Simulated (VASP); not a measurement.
**Rh: single point with PBEsol**

Rh:

```
CELL_PARAMETERS angstrom
2.69001 0.00000 0.00000
-1.34501 2.32962 0.00000
0.00000 0.00000 4.56134
ATOMIC_POSITIONS crystal
Rh 0.66667 0.33333 0.75000
Rh 0.33333 0.66667 0.25000
```

This cell differs from its parent crystal: strain -0.015 along x and y, +0.030 along z.

```
Program                : VASP 6.6.1
Task                   : single point
Functional             : PBEsol
Potentials or basis    : VASP PAW PBE potentials, release 64 (Rh_pv)
Cutoff                 : 520 eV
k mesh                 : 18 × 18 × 12
Occupations            : gaussian, width 0.15 eV
Spin                   : no spin polarisation
Dipole correction      : no
Further INCAR settings : ALGO = Fast; EDIFF = 1e-06; NBANDS = 22
```

```
Pressure               : -13.1 GPa
Band gap on the k mesh : zero (band 15 reaches 11.89 eV, above the bottom of band 16 at 9.45 eV)
```

Stress tensor (GPa, compression positive):
```
 -9.20   0.00   0.00
  0.00  -9.20   0.00
  0.00   0.00 -20.80
```

Levels at points of the mesh, in eV from the Fermi level:
```csv
k point,band 13,band 14,band 15,band 16,band 17,band 18
"(0.00, 0.00, 0.00)",-2.42,-1.46,-1.46,0.19,0.19,0.29
"(0.50, 0.00, 0.00)",-1.88,0.49,0.65,0.87,3.02,5.08
"(0.00, 0.00, 0.50)",-2.86,-2.86,-0.35,-0.35,-0.35,-0.35
"(0.50, 0.00, 0.50)",-0.25,-0.25,0.78,0.78,2.64,2.64
```

Run time: 72 s on 1 thread of Intel(R) Xeon(R) 6975P-C (Granite Rapids) (shared host), peak memory 0.23 GiB.

Caveat: the cell differs from its parent crystal (strain -0.015 along x and y, +0.030 along z); the PAW data sets were made with another functional, which shifts forces and pressure a little.
